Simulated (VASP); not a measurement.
Runs of VASP 6.6.1 on LaO. The structure is that of space group Pm-3m (No. 221), or close to it. The cells are those of the table. 

| task | cell | k mesh | gap on the mesh (eV) | pressure (GPa) |
| --- | --- | --- | --- | --- |
| relaxation of cell and atoms | relaxed to 5 GPa from a = 3.160 Å, 2 atoms | 6 × 6 × 6 | none | 4.8 |
| relaxation of cell and atoms | relaxed to 10 GPa from a = 3.160 Å, 2 atoms | 6 × 6 × 6 | none | 9.9 |
| single point | a = 2.987, b = 2.987, c = 3.002 Å, 2 atoms | 6 × 6 × 5 | none | (a) |
| single point | a = 3.070 Å, 2 atoms | 6 × 6 × 6 | none | 5.3 |
| relaxation of cell and atoms | relaxed from a = 3.160 Å, 2 atoms | 6 × 6 × 6 | none | 0.0 |

Alike in all rows: level PBEsol; potentials or basis VASP PAW PBE potentials, release 64 (La, O); no spin polarisation; cutoff (eV) 600; smearing gaussian 0.05 eV.

Problem. Estimate the missing entries.

Solution. (a) 20.5.

Caveats: some runs use coarse meshes; the PAW data sets were made with another functional, which shifts forces and pressure a little; spin-orbit coupling is left out, which moves the levels of the heavy elements; an odd number of electrons without spin polarisation forces a metal; a magnetic or distorted state may lie lower; the cell is relaxed towards a set pressure, so the run minimises the enthalpy, not the energy (at least some runs); the cell stands under pressure (at least some runs).

A k mesh can miss the band edges, and the runs leave out spin-orbit coupling on La.

A gap of «none» marks levels without a gap at the run's occupations.
